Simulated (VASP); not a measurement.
Input of a VASP 6.6.1 run:

The input POSCAR:

```
Li2S
1.0
    0.0000000000      2.8448759201      2.8448759201
    2.8448759201      0.0000000000      2.8448759201
    2.8448759201      2.8448759201      0.0000000000
Li S
2 1
Direct
    0.2500000000      0.2500000000      0.2500000000
    0.7500000000      0.7500000000      0.7500000000
    0.0000000000      0.0000000000      0.0000000000
```

The input INCAR.step1:

```
PREC = Accurate ; ENCUT = 830
ISMEAR = -5 ; SIGMA = 0.1
LREAL = F ; LASPH = T
NELM = 120 ; NBANDS = 13
GGA = PE ; ALGO = Normal
EDIFF = 1E-5 ; LWAVE = T
LCHARG = F ; GGA_COMPAT = F
```

File INCAR.step2:

```
PREC = Accurate ; ENCUT = 830
EDIFF = 1E-6 ; ISMEAR = -5
SIGMA = 0.1 ; LREAL = F
LASPH = T ; NELM = 120
ALGO = Normal ; ISIF = 2
LWAVE = F ; LCHARG = T
METAGGA = R2SCAN ; LMIXTAU = T
LELF = T ; LVHAR = T
NBANDS = 13 ; ISTART = 1
GGA_COMPAT = F
```

The input KPOINTS:

```
regular mesh
0
Gamma
  5 5 5
```

Potentials or basis: VASP PAW PBE potentials, release 64 (Li_sv, S).

The run is started by

```bash
$ cat potpaw_PBE.64/Li_sv/POTCAR potpaw_PBE.64/S/POTCAR > POTCAR
$ cp INCAR.step1 INCAR
$ mpirun -np 1 vasp_std > vasp.out
$ cp INCAR.step2 INCAR
$ mpirun -np 1 vasp_std > vasp.out
```

Task: Estimate the band gap on the k mesh.

Result: 4.16 eV (least direct gap 5.05 eV).

Task: Predict the pressure.

Result: -0.2 GPa.

Caveat: the PAW data sets were made with another functional, which shifts forces and pressure a little; an odd mesh through Γ misses points on the zone boundary, where band edges can lie.
